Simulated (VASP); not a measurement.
Set up this calculation in VASP 6.6.1, as the native input.

```
Task                   : single point
Functional             : PBE
Potentials or basis    : VASP PAW PBE potentials, release 64 (Mo_sv, Br)
Cutoff                 : 520 eV
k mesh                 : 6 × 6 × 6
Occupations            : gaussian, width 0.1 eV
Spin                   : collinear spin
Starting moments       : [1.0, 0.0] μB
Dipole correction      : no
Further INCAR settings : ALGO = Normal; EDIFF = 1e-06; NBANDS = 22
```

The structure of MoBr lies in POSCAR:

```
MoBr
1.0
    0.0000000000      2.8245286273      2.8245286273
    2.8245286273      0.0000000000      2.8245286273
    2.8245286273      2.8245286273      0.0000000000
Mo Br
1 1
Direct
    0.0000000000      0.0000000000      0.0000000000
    0.5000000000      0.5000000000      0.5000000000
```

The input as run:

INCAR

```
SYSTEM = MoBr
  ALGO = Normal
  EDIFF = 1E-6
  ENCUT = 520
  GGA = PE
  ISIF = 2
  ISMEAR = 0
  ISPIN = 2
  LASPH = .True.
  LCHARG = .False.
  LMAXMIX = 4
  LORBIT = 11
  LREAL = .False.
  LWAVE = .False.
  MAGMOM = 1 0
  NBANDS = 22
  NELM = 150
  PREC = Accurate
  SIGMA = 0.1
```

KPOINTS

```
k-points
0
Gamma
  6 6 6
  0 0 0
```

Potentials or basis: VASP PAW PBE potentials, release 64 (Mo_sv, Br).

The run is started by

```console
$ cat potpaw_PBE.64/Mo_sv/POTCAR potpaw_PBE.64/Br/POTCAR > POTCAR
$ mpirun -np 1 vasp_std > vasp.out
```

It gave:

```yaml
Pressure: 0.4 GPa
Net_moment: 3.71 μB per cell
Site_moments: Mo +3.08; Br +0.06 μB
Valence_electrons_inside_the_program's_atomic_spheres: Mo 12.24; Br 4.85
```

It took 19 s on 1 thread of AMD EPYC 9R45 96-Core Processor (Zen 5), with other jobs on the host, peak memory 0.16 GiB.
